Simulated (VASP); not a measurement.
## LaGa3Pb: single point with r2SCAN

Crystal: LaGa3Pb.

```xyz
5
Lattice="0.0000 4.4947 0.0000 4.4947 0.0000 0.0000 2.2474 2.2474 -5.4814" Properties=species:S:1:pos:R:3 pbc="T T T"
La    2.2474    2.2474   -3.9918
Pb    4.4947    4.4947   -5.2125
Ga    2.2474    4.4947   -1.4269
Ga    4.4947    2.2474   -1.4269
Ga    4.4947    4.4947   -2.5126
```

```json
{"Program": "VASP 6.6.1", "Task": "single point", "Functional": "r2SCAN", "Potentials or basis": "VASP PAW PBE potentials, release 64 (La, Pb_d, Ga_d)", "Cutoff": "520 eV", "k mesh": "7 × 7 × 7", "Occupations": "fermi-dirac, width 0.1 eV", "Spin": "no spin polarisation", "Dipole correction": "no", "Further INCAR settings": "ALGO = Normal; EDIFF = 1e-06; NBANDS = 40"}
```

```json
{"Pressure": "5.4 GPa", "Largest force": "0.014 eV/Å", "Band gap on the k mesh": "zero (bands 32 and 33 overlap by 0.82 eV)"}
```

Forces in eV/Å, atoms in the order of the input:
```
La   0.000  0.000 -0.003
Pb   0.000  0.000  0.005
Ga   0.000  0.000  0.006
Ga   0.000  0.000  0.006
Ga   0.000  0.000 -0.014
```

Stress tensor (GPa, compression positive):
```
5.13 0.00 0.00
0.00 5.13 0.00
0.00 0.00 5.84
```

Levels at points of the mesh, in eV from the Fermi level:
```csv
k point,band 29,band 30,band 31,band 32,band 33,band 34,band 35,band 36
"(0.00, 0.00, 0.00)",-3.48,-3.48,-1.32,-0.48,-0.48,0.81,1.75,1.75
```

Run time: 10 min on 1 thread of Intel(R) Xeon(R) Platinum 8488C (Sapphire Rapids), on a shared host, peak memory 0.39 GiB.

Caveat: the cell stands under pressure; the PAW data sets were made with another functional, which shifts forces and pressure a little; spin-orbit coupling is left out, which moves the levels of the heavy elements.
